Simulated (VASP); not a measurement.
# WS2 in VASP: further runs

Runs on WS2. Level: PBE+D3(BJ). Tasks: single point.

Program: VASP 6.6.1. These are calculated values, not measurements. Logs are shortened: lines on timing, memory, paths and dates and some standing lists are left out, and cuts for length are marked.

## Step 1: The cell of the first run

The cell holds a slab with vacuum, 3 atoms: a = 3.160 Å, b = 3.160 Å, c = 16.940 Å, α = 90.00°, β = 90.00°, γ = 120.00°.

## Step 2: Single point, PBE+D3(BJ)

INCAR reads:

```
PREC = Accurate ; ENCUT = 500
EDIFF = 1E-6 ; ISMEAR = 0
SIGMA = 0.02 ; LREAL = False
LASPH = True ; NELM = 120
ALGO = Normal ; ISIF = 2
LWAVE = False ; LCHARG = True
GGA = PE ; IVDW = 12
LELF = True ; LVHAR = True
NBANDS = 20 ; GGA_COMPAT = False
```

KPOINTS reads:

```
regular mesh
0
Gamma
  12 12 2
```

POSCAR reads:

```
WS2
1.0
    3.1598870963      0.0000000000      0.0000000000
   -1.5799435482      2.7365424985      0.0000000000
    0.0000000000      0.0000000000     16.9398491420
W S
1 2
Direct
    0.3333333333      0.6666666667      0.0000000000
    0.6666666667      0.3333333333      0.9069649216
    0.6666666667      0.3333333333      0.0930350784
```

Potentials or basis: VASP PAW PBE potentials, release 64 (W_sv, S).

Run with:

```console
cat potpaw_PBE.64/W_sv/POTCAR potpaw_PBE.64/S/POTCAR > POTCAR
mpirun -np 1 vasp_std > vasp.out
```

OUTCAR:

```text
PREC = Accurate
   ENCUT = 500
   EDIFF = 1E-6
   ISMEAR = 0
   LREAL = False
   LASPH = True
   NELM = 120
   ISIF = 2
   GGA = PE
   IVDW = 12
 IVDW          = 12

 ion  position               nearest neighbor table
   1  0.333  0.667  0.000-   2 2.41   3 2.41   2 2.41   3 2.41   2 2.41   3 2.41
   2  0.667  0.333  0.907-   1 2.41   1 2.41   1 2.41
   3  0.667  0.333  0.093-   1 2.41   1 2.41   1 2.41

  LATTYP: Found a hexagonal cell.
 ALAT       =     3.1598870963
 C/A-ratio  =     5.3609032936

  Lattice vectors:

 A1 = (   3.1598870963,   0.0000000000,   0.0000000000)
 A2 = (  -1.5799435482,   2.7365424985,   0.0000000000)
 A3 = (   0.0000000000,   0.0000000000,  16.9398491420)

Analysis of symmetry for initial positions (statically):
=====================================================================
 Subroutine PRICEL returns:
 Original cell was already a primitive cell.

 Routine SETGRP: Setting up the symmetry group for a
 hexagonal supercell.

 Subroutine GETGRP returns: Found 12 space group operations
 (whereof 12 operations were pure point group operations)
 out of a pool of 24 trial point group operations.

The static configuration has the point symmetry D_3h.

Analysis of symmetry for dynamics (positions and initial velocities):
=====================================================================
 Subroutine PRICEL returns:
 Original cell was already a primitive cell.

 Routine SETGRP: Setting up the symmetry group for a
 hexagonal supercell.

 Subroutine GETGRP returns: Found 12 space group operations
 (whereof 12 operations were pure point group operations)
 out of a pool of 24 trial point group operations.

The dynamic configuration has the point symmetry D_3h.

 Subroutine INISYM returns: Found 12 space group operations
 (whereof 12 operations are pure point group operations),
 and found     1 'primitive' translations

----------------------------------------------------------------------------------------

                                     Primitive cell

  volume of cell :     146.4817

  direct lattice vectors                    reciprocal lattice vectors
     3.159887096  0.000000000  0.000000000     0.316467003  0.182712310  0.000000000
    -1.579943548  2.736542498  0.000000000     0.000000000  0.365424619  0.000000000
     0.000000000  0.000000000 16.939849142     0.000000000  0.000000000  0.059032403

  length of vectors
     3.159887096  3.159887096 16.939849142     0.365424619  0.365424619  0.059032403

  position of ions in fractional coordinates (direct lattice)
     0.333333333  0.666666667  0.000000000
     0.666666667  0.333333333  0.906964922
     0.666666667  0.333333333  0.093035078

  ion indices of the primitive-cell ions
   primitive index   ion index
                 1           1
                 2           2
                 3           3

----------------------------------------------------------------------------------------

 KPOINTS: regular mesh

Automatic generation of k-mesh.
 Grid dimensions read from file:
 generate k-points for:   12   12    2

 Generating k-lattice:

  Cartesian coordinates                     Fractional coordinates (reciprocal lattice)
     0.026372250  0.015226026  0.000000000     0.083333333  0.000000000  0.000000000
     0.000000000  0.030452052  0.000000000     0.000000000  0.083333333  0.000000000
     0.000000000  0.000000000  0.029516201     0.000000000  0.000000000  0.500000000

  Length of vectors
     0.030452052  0.030452052  0.029516201

  Shift w.r.t. Gamma in fractional coordinates (k-lattice)
     0.000000000  0.000000000  0.000000000

 Subroutine IBZKPT returns following result:
 ===========================================

 Found     38 irreducible k-points:

 Following reciprocal coordinates:
            Coordinates               Weight
  0.000000  0.000000  0.000000      1.000000
  0.083333 -0.000000  0.000000      6.000000
  0.166667 -0.000000  0.000000      6.000000
  0.250000  0.000000  0.000000      6.000000
  0.333333 -0.000000  0.000000      6.000000
  0.416667  0.000000  0.000000      6.000000
[... 16 lines left out ...]
  0.250000  0.000000  0.500000      6.000000
  0.333333 -0.000000  0.500000      6.000000
 [... further k-points ...]
   k-points           NKPTS =     38   k-points in BZ     NKDIM =     38   number of bands    NBANDS=     20
   number of dos      NEDOS =    301   number of ions     NIONS =      3
   total plane-waves  NPLWV =  72576
   dimension x,y,z NGX =    24 NGY =   24 NGZ =  126
   dimension x,y,z NGXF=    48 NGYF=   48 NGZF=  252
   ions per type =               1   2
   NGX,Y,Z   is equivalent  to a cutoff of  12.63, 12.63, 12.37 a.u.
   NGXF,Y,Z  is equivalent  to a cutoff of  25.25, 25.25, 24.73 a.u.
 SYSTEM =  unknown system
   PREC   = accura    normal or accurate (medium, high low for compatibility)
   ISTART =      0    job   : 0-new  1-cont  2-samecut
   ICHARG =      2    charge: 1-file 2-atom 10-const
   ISPIN  =      1    spin polarized calculation?
   LNONCOLLINEAR =      F non collinear calculations
   LSORBIT =      F    spin-orbit coupling
   LASPH  =      T    aspherical Exc in radial PAW
   ENCUT  =  500.0 eV  36.75 Ry    6.06 a.u.   5.76  5.76 30.89*2*pi/ulx,y,z
   NELM   =    120;   NELMIN=  2; NELMDL= -5     # of ELM steps
   EDIFF  = 0.1E-05   stopping-criterion for ELM
   LREAL  =      F    real-space projection
   EDIFFG = 0.1E-04   stopping-criterion for IOM
   NSW    =      0    number of steps for IOM
   IBRION =     -1    ionic relax: 0-MD 1-quasi-New 2-CG
   NFREE  =      0    steps in history (QN), initial steepest desc. (CG)
   ISIF   =      2    stress and relaxation
   ISYM   =      2    0-nonsym 1-usesym 2-fastsym
   POTIM  = 0.5000    time-step for ionic-motion
   TEBEG  =    0.0;   TEEND  =   0.0 temperature during run
   PSTRESS=    0.0 pullay stress
   NELECT =      26.0000    total number of electrons
   NUPDOWN=      -1.0000    fix difference up-down
   EMIN   =  10.00;   EMAX   =-10.00  energy-range for DOS
   EFERMI =   0.00;   METHOD = LEGACY
   ISMEAR =     0;   SIGMA  =   0.02  broadening in eV -4-tet -1-fermi 0-gaus
   EFERMI_NEDOS =   21; number of points for ismear=-14 and -15
   IALGO  =     38    algorithm
   IMIX   =      4    mixing-type and parameters
     AMIX     =   0.40;   BMIX     =  1.00
     AMIX_MAG =   1.60;   BMIX_MAG =  1.00
  volume/ion in A,a.u.               =      48.83       329.50
  Fermi-wavevector in a.u.,A,eV,Ry     =   0.920036  1.738616 11.516874  0.846466
  Thomas-Fermi vector in A             =   2.045297
   LORBIT       =      0    0 simple, 1 ext, 2 COOP (PROOUT), +10 PAW based schemes
   GGA     = PE    functional components
   LHFCALC =     F    Hartree Fock is set to
   AEXX    =    0.0000 exact exchange contribution
   IVDW    =    12    specifies the selected vdW correction
   LEPSILON=     F    determine dielectric tensor
   LRPA    =     F    only Hartree local field effects (RPA)
 non-spin polarized calculation
 Gauss-broadening in eV      SIGMA  =   0.02
  energy-cutoff  :      500.00
  volume of cell :      146.48
 maximum number of plane-waves:      3744
 NGX is ok and might be reduce to    24

 number of electron      25.9999999 magnetization

 Free energy of the ion-electron system (eV)
  ---------------------------------------------------
  ext. energy  EPLUGINS =         0.00000000
  ---------------------------------------------------
  free energy    TOTEN  =       -23.66639558 eV

  energy without entropy =      -23.66639558  energy(sigma->0) =      -23.66639558

 E-fermi :  -0.9779     XC(G=0):  -4.5871

 val. band max:       -1.1114556855   @ k =   0.3333   0.3333   0.0000
 cond. band min:       0.8101958041   @ k =   0.3333   0.3333   0.0000
 fundamental gap:      1.9216514896
 Fermi energy:        -0.9778720374

 k-point     1 :       0.0000    0.0000    0.0000
  band No.  band energies     occupation
      1     -75.1198      2.00000
      2     -39.3707      2.00000
      3     -39.1974      2.00000
      4     -39.1974      2.00000
      5     -15.9328      2.00000
      6     -14.3090      2.00000
[... 12 lines left out ...]
     19       4.3042      0.00000
     20       4.5057      0.00000

 k-point     2 :       0.0833   -0.0000    0.0000
  band No.  band energies     occupation
      1     -75.1186      2.00000
      2     -39.3663      2.00000
      3     -39.2219      2.00000
      4     -39.2031      2.00000
      5     -15.8154      2.00000
      6     -14.2648      2.00000
[... 12 lines left out ...]
     19       4.4445      0.00000
     20       4.9195      0.00000

 k-point     3 :       0.1667   -0.0000    0.0000
  band No.  band energies     occupation
      1     -75.1152      2.00000
      2     -39.3543      2.00000
      3     -39.2883      2.00000
      4     -39.2186      2.00000
      5     -15.4810      2.00000
      6     -14.1393      2.00000
[... 12 lines left out ...]
     19       4.8476      0.00000
     20       5.7349      0.00000

 k-point     4 :       0.2500    0.0000    0.0000
  band No.  band energies     occupation
      1     -75.1105      2.00000
      2     -39.3778      2.00000
      3     -39.3378      2.00000
      4     -39.2397      2.00000
      5     -14.9832      2.00000
      6     -13.9546      2.00000
[... 12 lines left out ...]
     19       5.4590      0.00000
     20       6.2375      0.00000

 k-point     5 :       0.3333   -0.0000    0.0000
  band No.  band energies     occupation
      1     -75.1059      2.00000
      2     -39.4660      2.00000
      3     -39.3212      2.00000
      4     -39.2607      2.00000
      5     -14.4179      2.00000
      6     -13.7508      2.00000
[... 12 lines left out ...]
     19       6.1006      0.00000
     20       6.1613      0.00000

 k-point     6 :       0.4167    0.0000    0.0000
  band No.  band energies     occupation
      1     -75.1025      2.00000
      2     -39.5297      2.00000
      3     -39.3091      2.00000
      4     -39.2760      2.00000
      5     -13.9384      2.00000
      6     -13.5863      2.00000
[... 12 lines left out ...]
     19       6.4154      0.00000
     20       6.4991      0.00000

 k-point     7 :       0.5000    0.0000    0.0000
  band No.  band energies     occupation
      1     -75.1013      2.00000
      2     -39.5528      2.00000
      3     -39.3046      2.00000
      4     -39.2816      2.00000
      5     -13.7425      2.00000
      6     -13.5222      2.00000
[... 12 lines left out ...]
     19       6.5354      0.00000
     20       6.7538      0.00000
[... 277 lines left out ...]
 k-point    20 :       0.0000    0.0000    0.5000
  band No.  band energies     occupation
      1     -75.1198      2.00000
      2     -39.3707      2.00000
      3     -39.1974      2.00000
      4     -39.1974      2.00000
      5     -15.9328      2.00000
      6     -14.3090      2.00000
[... 12 lines left out ...]
     19       4.0933      0.00000
     20       4.6763      0.00000

 k-point    21 :       0.0833   -0.0000    0.5000
  band No.  band energies     occupation
      1     -75.1186      2.00000
      2     -39.3663      2.00000
      3     -39.2219      2.00000
      4     -39.2031      2.00000
      5     -15.8154      2.00000
      6     -14.2648      2.00000
[... 12 lines left out ...]
     19       4.2378      0.00000
     20       5.0814      0.00000

 k-point    22 :       0.1667   -0.0000    0.5000
  band No.  band energies     occupation
      1     -75.1152      2.00000
      2     -39.3543      2.00000
      3     -39.2883      2.00000
      4     -39.2186      2.00000
      5     -15.4810      2.00000
      6     -14.1393      2.00000
[... 12 lines left out ...]
     19       4.7287      0.00000
     20       6.0538      0.00000

 k-point    23 :       0.2500    0.0000    0.5000
  band No.  band energies     occupation
      1     -75.1105      2.00000
      2     -39.3778      2.00000
      3     -39.3378      2.00000
      4     -39.2397      2.00000
      5     -14.9831      2.00000
      6     -13.9545      2.00000
[... 12 lines left out ...]
     19       5.2880      0.00000
     20       6.6247      0.00000

 k-point    24 :       0.3333   -0.0000    0.5000
  band No.  band energies     occupation
      1     -75.1059      2.00000
      2     -39.4660      2.00000
      3     -39.3212      2.00000
      4     -39.2607      2.00000
      5     -14.4179      2.00000
      6     -13.7508      2.00000
[... 12 lines left out ...]
     19       6.0235      0.00000
     20       6.2369      0.00000

 [... further k-points ...]

------------------------ aborting loop because EDIFF is reached ----------------------------------------

 Edisp (eV)   -0.93215

 E8    (eV) :    -0.4184

  FORCE on cell =-STRESS in cart. coord.  units (eV):
  Direction    XX          YY          ZZ          XY          YZ          ZX
  --------------------------------------------------------------------------------------
  -------------------------------------------------------------------------------------
  Total      -0.03148    -0.03148    -0.03739     0.00000     0.00000     0.00000
  in kB      -0.34427    -0.34427    -0.40900     0.00000     0.00000     0.00000
  external pressure =       -0.37 kB  Pullay stress =        0.00 kB

 VOLUME and BASIS-vectors are now :
 -----------------------------------------------------------------------------
  energy-cutoff  :      500.00
  volume of cell :      146.48
      direct lattice vectors                 reciprocal lattice vectors
     3.159887096  0.000000000  0.000000000     0.316467003  0.182712310  0.000000000
    -1.579943548  2.736542498  0.000000000     0.000000000  0.365424619  0.000000000
     0.000000000  0.000000000 16.939849142     0.000000000  0.000000000  0.059032403

 POSITION                                       TOTAL-FORCE (eV/Angst)
 -----------------------------------------------------------------------------------
     -0.00000      1.82436      0.00000        -0.000000      0.000000      0.000000
      1.57994      0.91218     15.36385         0.000000     -0.000000     -0.001929
      1.57994      0.91218      1.57600         0.000000      0.000000      0.001929
 -----------------------------------------------------------------------------------
    total drift:                               -0.000000      0.000000     -0.000000

  FREE ENERGIE OF THE ION-ELECTRON SYSTEM (eV)
  ---------------------------------------------------
  free  energy   TOTEN  =       -24.5985468753 eV

  energy  without entropy=      -24.5985468753  energy(sigma->0) =      -24.59854688
```

It took 2.1 min on 1 thread of Intel Xeon Platinum 8488C (Sapphire Rapids), shared host; peak memory 0.3 GiB.

Results:

* Free energy: -24.5985 eV
* Band gap on the k mesh: 1.92 eV
* Dispersion energy per atom: -0.311 eV

Caveat: spin-orbit coupling is left out, which moves the levels of the heavy elements.

## Step 3: Single point, PBE+D3(BJ)

This run uses another cell than the first one: it holds 6 atoms, not 3.

INCAR reads:

```
SYSTEM = WS2
PREC     = Accurate       ! precision mode
ENCUT    = 520            ! plane-wave cutoff, eV
EDIFF    = 1E-7           ! SCF threshold, eV
ISMEAR   = 0              ! smearing method
SIGMA    = 0.05           ! smearing width, eV
LREAL    = .False.        ! projectors in reciprocal space
LASPH    = .True.         ! aspherical terms in the spheres
NELM     = 80             ! most SCF steps
ALGO     = Normal         ! electronic algorithm
ISIF     = 2              ! what is computed and relaxed
LWAVE    = .False.        ! write WAVECAR
LCHARG   = .False.        ! write CHGCAR
GGA      = PE             ! functional
IVDW     = 12             ! dispersion correction
NBANDS   = 35             ! bands
```

KPOINTS reads:

```
Automatic mesh
0
Gamma
  8 6 2
  0 0 0
```

POSCAR reads:

```
WS2
1.0
    3.1598870963      0.0000000000      0.0000000000
    0.0000000000      5.4730849970      0.0000000000
    0.0000000000      0.0000000000     16.9398491420
W S
2 4
Direct
    0.0000000000      0.3333333333      0.0000000000
    0.5000000000      0.8333333333      0.0000000000
    0.5000000000      0.1666666667      0.9069649216
    0.0000000000      0.6666666667      0.9069649216
    0.5000000000      0.1666666667      0.0930350784
    0.0000000000      0.6666666667      0.0930350784
```

Potentials or basis: VASP PAW PBE potentials, release 64 (W_sv, S).

Run with:

```console
cat potpaw_PBE.64/W_sv/POTCAR potpaw_PBE.64/S/POTCAR > POTCAR
mpirun -np 1 vasp_std > vasp.out
```

It took 7.6 min on 1 thread of AMD EPYC 9R14 (Zen 4), shared host; peak memory 0.53 GiB.

The run converged. Its results:

| Item | Value |
| --- | --- |
| Free energy | -49.1976 eV |
| Band gap on the k mesh | 2.07 eV |
| Dispersion energy per atom | -0.311 eV |

Levels at points of the mesh, in eV from the valence-band top:
```
           k point  band 24  band 25  band 26  band 27  band 28  band 29
(0.00, 0.00, 0.00)    -1.16    -0.90    -0.08     3.00     3.00     3.01
(0.50, 0.00, 0.00)    -1.91    -0.54    -0.54     2.51     2.51     3.46
(0.00, 0.50, 0.00)    -1.65    -0.85    -0.85     2.34     2.34     2.64
(0.50, 0.50, 0.00)    -1.16    -0.90    -0.90     3.01     3.01     3.43
(0.00, 0.00, 0.50)    -1.16    -0.90    -0.08     3.00     3.00     3.01
(0.50, 0.00, 0.50)    -1.91    -0.54    -0.54     2.51     2.51     3.46
(0.00, 0.50, 0.50)    -1.65    -0.85    -0.85     2.34     2.34     2.64
(0.50, 0.50, 0.50)    -1.16    -0.90    -0.90     3.01     3.01     3.43
```

Caveat: spin-orbit coupling is left out, which moves the levels of the heavy elements.
